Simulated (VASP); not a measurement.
A run of VASP 6.6.1 is set up as follows.

File INCAR:

```
  ALGO = Fast
  EDIFF = 1E-7
  EDIFFG = -0.04
  ENCUT = 600
  GGA = PE
  IBRION = 2
  ISIF = 3
  ISMEAR = 0
  LASPH = True
  LCHARG = False
  LREAL = False
  LWAVE = False
  NELM = 100
  NSW = 90
  PREC = Accurate
  SIGMA = 0.1
```

The input KPOINTS:

```
k-points
0
Gamma
  4 4 4
```

The input POSCAR:

```
GeIrRu3
1.0
    3.9766198500      0.0000000000      0.0000000000
    0.0000000000      3.9766198500      0.0000000000
    0.0000000000      0.0000000000      3.9766198500
Ge Ru Ir
1 3 1
Direct
    0.5000000000      0.5000000000      0.5000000000
    0.0000000000      0.5000000000      0.5000000000
    0.5000000000      0.0000000000      0.5000000000
    0.5000000000      0.5000000000      0.0000000000
    0.0000000000      0.0000000000      0.0000000000
```

Potentials or basis: VASP PAW PBE potentials, release 64 (Ge_d, Ru_pv, Ir).

Command:

```bash
$ cat potpaw_PBE.64/Ge_d/POTCAR potpaw_PBE.64/Ru_pv/POTCAR potpaw_PBE.64/Ir/POTCAR > POTCAR
$ mpirun -np 1 vasp_std > vasp.out
```

(1) What does it give for the space group after relaxing (to 0.1 Å)?

(2) Estimate the band gap on the k mesh.

(3) Estimate the relaxed cell.

Answers

(1) Pm-3m (No. 221).

(2) zero (an odd number of electrons rules out a gap without spin polarisation).

(3) a = 4.425 Å, b = 4.425 Å, c = 4.425 Å, α = 90.00°, β = 90.00°, γ = 90.00°.

Caveat: spin-orbit coupling is left out, which moves the levels of the heavy elements.
